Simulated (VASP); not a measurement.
Hg: single point with PBE+D3(BJ)

Crystal: Hg.

```
Hg
1.0
     0.00000    2.31687    2.31687
     2.31687    0.00000    2.31687
     2.31687    2.31687    0.00000
Hg
1
Direct
  0.00000 0.00000 0.00000
```

```
Program             : VASP 6.6.1
Task                : single point
Functional          : PBE
Dispersion          : D3(BJ)
Potentials or basis : VASP PAW PBE potentials, release 64 (Hg)
Cutoff              : 520 eV
k mesh              : 16 × 16 × 16
Occupations         : gaussian, width 0.1 eV
Spin                : no spin polarisation
```

- Pressure: 0.2 GPa
- Band gap on the k mesh: zero (band 6 reaches 2.55 eV, above the bottom of band 7 at 0.96 eV)
- Dispersion energy per atom: -0.421 eV

Levels at points of the mesh, in eV from the Fermi level:
```tsv
k point	band 2	band 3	band 4	band 5	band 6	band 7	band 8	band 9	band 10	band 11
(0.00, 0.00, 0.00)	-6.70	-6.70	-6.70	-6.13	-6.13	13.62	14.43	14.43	14.43	18.45
(0.50, 0.00, 0.00)	-6.70	-6.70	-5.65	-5.65	-1.57	-1.23	12.16	12.16	12.89	17.52
(0.50, 0.50, 0.00)	-7.49	-5.68	-5.52	-5.52	0.11	0.40	6.98	6.98	11.21	12.86
```

It took 9.8 s on 1 thread of Intel(R) Xeon(R) 6975P-C (Granite Rapids), with other jobs on the host, peak memory 0.17 GiB.

Caveat: spin-orbit coupling is left out, which moves the levels of the heavy elements; pairwise dispersion overbinds metals, which lowers pressure and volume.
